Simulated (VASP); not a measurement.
# BAs (F-43m) in VASP: a series of runs, part 2 of 2

VASP 6.6.1.

### 5 Relaxation of cell and atoms, PBEsol, target pressure 20 GPa, at which the enthalpy is minimised

Input file INCAR:

```
SYSTEM = BAs
  PREC = Accurate
  ENCUT = 600
  EDIFF = 1E-7
  ISMEAR = -1
  SIGMA = 0.05
  LREAL = .False.
  LASPH = .True.
  NELM = 80
  ALGO = Normal
  ISIF = 3
  LWAVE = .False.
  LCHARG = .False.
  GGA = PS
  IBRION = 2
  NSW = 80
  EDIFFG = -0.005
  PSTRESS = 200.0
```

Input file KPOINTS:

```
regular mesh
0
Gamma
  10 10 10
  0 0 0
```

Input file POSCAR:

```
BAs
1.0
    0.0000000000      2.3885000000      2.3885000000
    2.3885000000      0.0000000000      2.3885000000
    2.3885000000      2.3885000000      0.0000000000
As B
1 1
Direct
    0.7500000000      0.7500000000      0.7500000000
    0.0000000000      0.0000000000      0.0000000000
```

Launch:

```console
$ cat potpaw_PBE.64/As/POTCAR potpaw_PBE.64/B/POTCAR > POTCAR
$ mpirun -np 1 vasp_std > vasp.out
```

Wall time 52 s (1 thread of Intel Xeon 6975P-C, shared host); peak memory 0.17 GiB.

Results (log left out):

- Free energy: -12.0397 eV
- Relaxed volume: 12.18 Å³/atom
- Relaxed cell: a = 3.254 Å, b = 3.254 Å, c = 3.254 Å, α = 60.00°, β = 60.00°, γ = 60.00°
- Space group after relaxing (to 0.05 Å): F-43m (No. 216)
- Energy change on relaxing (the enthalpy is what falls): +82.5 meV/atom
- Ionic steps: 7
- Pressure after relaxing: 20.0 GPa
- Band gap on the k mesh: 0.96 eV, indirect (least direct gap 3.39 eV)

The path:
```tsv
step	energy change (eV)	largest force (eV/Å)	pressure (GPa)	volume (Å³)
1	0.0000	0.0000	0.05	27.25
2	0.9412	0.0000	60.57	21.09
3	0.1535	0.0000	19.17	24.45
4	0.1634	0.0000	19.89	24.37
5	0.1704	0.0000	20.39	24.31
6	0.1589	0.0000	19.56	24.40
7	0.1651	0.0000	20.01	24.35
```

Final structure:
```cif
data_structure
_symmetry_space_group_name_H-M 'P 1'
_symmetry_Int_Tables_number 1
_cell_length_a 3.2535
_cell_length_b 3.2535
_cell_length_c 3.2535
_cell_angle_alpha 60.000
_cell_angle_beta 60.000
_cell_angle_gamma 60.000
_cell_volume 24.35
loop_
_atom_site_label
_atom_site_type_symbol
_atom_site_fract_x
_atom_site_fract_y
_atom_site_fract_z
_atom_site_occupancy
As1 As 0.75000 0.75000 0.75000 1
B1 B 0.00000 0.00000 0.00000 1
```

Levels at points of the mesh, in eV from the valence-band top:
```
           k point  band 2  band 3  band 4  band 5  band 6  band 7
(0.00, 0.00, 0.00)    0.00    0.00    0.00    3.39    3.39    3.39
(0.50, 0.00, 0.00)   -9.71   -2.03   -2.03    3.35    4.85    4.85
(0.50, 0.50, 0.00)   -9.19   -4.60   -4.60    1.18    1.20   12.45
```

Caveat: the cell is relaxed towards a set pressure, so the enthalpy falls and the energy may rise; the PAW data sets were made with another functional, which shifts forces and pressure a little. A hybrid or GW would open this gap; PBEsol tends to underestimate it.

### 6 Relaxation of cell and atoms, PBEsol, target pressure 30 GPa, at which the enthalpy is minimised

Input file INCAR:

```
SYSTEM = BAs
  ALGO = Normal
  EDIFF = 1E-7
  EDIFFG = -0.005
  ENCUT = 600
  GGA = PS
  IBRION = 2
  ISIF = 3
  ISMEAR = -1
  LASPH = .True.
  LCHARG = .False.
  LREAL = .False.
  LWAVE = .False.
  NELM = 100
  NSW = 80
  PREC = Accurate
  PSTRESS = 300.0
  SIGMA = 0.05
```

Input file KPOINTS:

```
k-points
0
Gamma
  10 10 10
  0 0 0
```

POSCAR is that of step 5.

Potentials or basis: VASP PAW PBE potentials, release 64 (As, B).

Launch:

```console
$ cat potpaw_PBE.64/As/POTCAR potpaw_PBE.64/B/POTCAR > POTCAR
$ mpirun -np 1 vasp_std > vasp.out
```

OUTCAR:

```text
SYSTEM = BAs
   EDIFF = 1E-7
   EDIFFG = -0.005
   ENCUT = 600
   GGA = PS
   IBRION = 2
   ISIF = 3
   ISMEAR = -1
   LASPH = .True.
   LREAL = .False.
   NELM = 100
   NSW = 80
   PREC = Accurate
   PSTRESS = 300.0

 ion  position               nearest neighbor table
   1  0.750  0.750  0.750-   2 2.07   2 2.07   2 2.07   2 2.07
   2  0.000  0.000  0.000-   1 2.07   1 2.07   1 2.07   1 2.07

  LATTYP: Found a face centered cubic cell.
 ALAT       =     4.7770000000

  Lattice vectors:

 A1 = (   0.0000000000,   2.3885000000,   2.3885000000)
 A2 = (   2.3885000000,   0.0000000000,   2.3885000000)
 A3 = (   2.3885000000,   2.3885000000,   0.0000000000)

Analysis of symmetry for initial positions (statically):
=====================================================================
 Subroutine PRICEL returns:
 Original cell was already a primitive cell.

 Routine SETGRP: Setting up the symmetry group for a
 face centered cubic supercell.

[... 211 lines left out ...]
 Fermi energy:        11.4627971645

 k-point     1 :       0.0000    0.0000    0.0000
  band No.  band energies     occupation
      1      -8.5290      2.00000
      2      11.1509      1.99610
      3      11.1509      1.99610
      4      11.1509      1.99610
      5      15.0848      0.00000
      6      15.0848      0.00000
      7      15.0848      0.00000
      8      20.7285      0.00000
[... 442 lines left out ...]
--------------------------------------- Ionic step        7  -------------------------------------------

 number of electron       8.0000000 magnetization

 Free energy of the ion-electron system (eV)
  ---------------------------------------------------
  ext. energy  EPLUGINS =         0.00000000
  ---------------------------------------------------
  free energy    TOTEN  =       -11.88242003 eV

  energy without entropy =      -11.88241908  energy(sigma->0) =      -11.88241956

 E-fermi :   8.3059     XC(G=0): -11.4017

 val. band max:        7.8671742036   @ k =   0.0000   0.0000   0.0000
 cond. band min:       8.7797988433   @ k =   0.4000   0.4000   0.0000
 fundamental gap:      0.9126246398
 Fermi energy:         8.3059465495

 k-point     1 :       0.0000    0.0000    0.0000
  band No.  band energies     occupation
      1      -9.0860      2.00000
      2       7.8672      1.99969
      3       7.8672      1.99969
      4       7.8672      1.99969
      5      11.3229      0.00000
      6      11.3229      0.00000
      7      11.3229      0.00000
      8      14.5813      0.00000
[... 286 lines left out ...]
  energy  without entropy=      -11.8824190800  energy(sigma->0) =      -11.88241956

  enthalpy is  TOTEN    =        -7.5123474624 eV   P V=        4.3700725718

 reached required accuracy - stopping structural energy minimisation
```

OSZICAR:

```text
N       E                     dE             d eps       ncg     rms          rms(c)
DAV:   1     0.127963196772E+02    0.12796E+02   -0.42064E+03   752   0.980E+02
DAV:   2    -0.124379371914E+02   -0.25234E+02   -0.24599E+02  1168   0.113E+02
DAV:   3    -0.128121840427E+02   -0.37425E+00   -0.37425E+00   848   0.175E+01
[... 56 lines left out ...]
       N       E                     dE             d eps       ncg     rms          rms(c)
DAV:   1    -0.118824387559E+02    0.65072E-02   -0.63398E-04   872   0.202E-01    0.269E-02
DAV:   2    -0.118824244584E+02    0.14298E-04   -0.20075E-05   776   0.296E-02    0.130E-02
DAV:   3    -0.118824200801E+02    0.43783E-05   -0.11535E-05   856   0.191E-02    0.460E-03
DAV:   4    -0.118824200341E+02    0.45951E-07   -0.40854E-07   912   0.453E-03
   7 F= -.75123475E+01 E0= -.75123470E+01  d E =-.199823E-04
```

CONTCAR:

```text
BAs
   1.00000000000000
    -0.0000000000000000    2.2682068641554096    2.2682068641554096
     2.2682068641554096   -0.0000000000000000    2.2682068641554096
     2.2682068641554096    2.2682068641554096    0.0000000000000000
  As              B
     1     1
Direct
     0.7500000000000000    0.7500000000000000    0.7500000000000000
     0.0000000000000000    0.0000000000000000    0.0000000000000000

  0.00000000E+00  0.00000000E+00  0.00000000E+00
  0.00000000E+00  0.00000000E+00  0.00000000E+00
```

Run time: 52 s. Hardware: 1 thread of Intel Xeon 6975P-C, shared host; peak memory 0.17 GiB.

What came out:

| Property | Result |
| --- | --- |
| Free energy | -11.8824 eV |
| Relaxed volume | 11.67 Å³/atom |
| Relaxed cell | a = 3.208 Å, b = 3.208 Å, c = 3.208 Å, α = 60.00°, β = 60.00°, γ = 60.00° |
| Space group after relaxing (to 0.05 Å) | F-43m (No. 216) |
| Energy change on relaxing (the enthalpy is what falls) | +161.2 meV/atom |
| Ionic steps | 7 |
| Pressure after relaxing | 30.0 GPa |
| Band gap on the k mesh | 0.91 eV, indirect (least direct gap 3.46 eV) |

Step by step:
```csv
step,energy change (eV),largest force (eV/Å),pressure (GPa),volume (Å³)
1,0.0000,0.0000,0.05,27.25
2,2.4296,0.0000,121.58,18.39
3,0.2781,0.0000,27.39,23.59
4,0.3132,0.0000,29.48,23.39
5,0.3269,0.0000,30.27,23.31
6,0.3158,0.0000,29.63,23.37
7,0.3224,0.0000,30.00,23.34
```

Final structure:
```xyz
2
Lattice="0.0000 2.2682 2.2682 2.2682 0.0000 2.2682 2.2682 2.2682 0.0000" Properties=species:S:1:pos:R:3 pbc="T T T"
As    3.4023    3.4023    3.4023
B     0.0000    0.0000    0.0000
```

Caveat: the cell is relaxed towards a set pressure, so the enthalpy falls and the energy may rise; the PAW data sets were made with another functional, which shifts forces and pressure a little. Expect the measured gap to be larger: semilocal functionals such as PBEsol lack the derivative discontinuity.

### 7 Summary

| cell | gap on the mesh (eV) | pressure (GPa) |
| --- | --- | --- |
| relaxed | 1.08 | 0.1 |
| relaxed to 5 GPa | 1.04 | 5.0 |
| relaxed to 10 GPa | 1.01 | 10.0 |
| relaxed to 20 GPa | 0.96 | 20.0 |
| relaxed to 30 GPa | 0.91 | 30.0 |

Alike in all rows: task relaxation of cell and atoms; level PBEsol; potentials or basis VASP PAW PBE potentials, release 64 (As, B); no spin polarisation; k mesh 10 × 10 × 10; cutoff (eV) 600; smearing fermi-dirac 0.05 eV.

Caveats: the PAW data sets were made with another functional, which shifts forces and pressure a little; the cell is relaxed towards a set pressure, so the enthalpy falls and the energy may rise (some runs); the relaxation stopped at its first step, so nothing moved (some runs).

Total energies depend on the potentials used, so only differences within one code and one set of settings carry meaning.
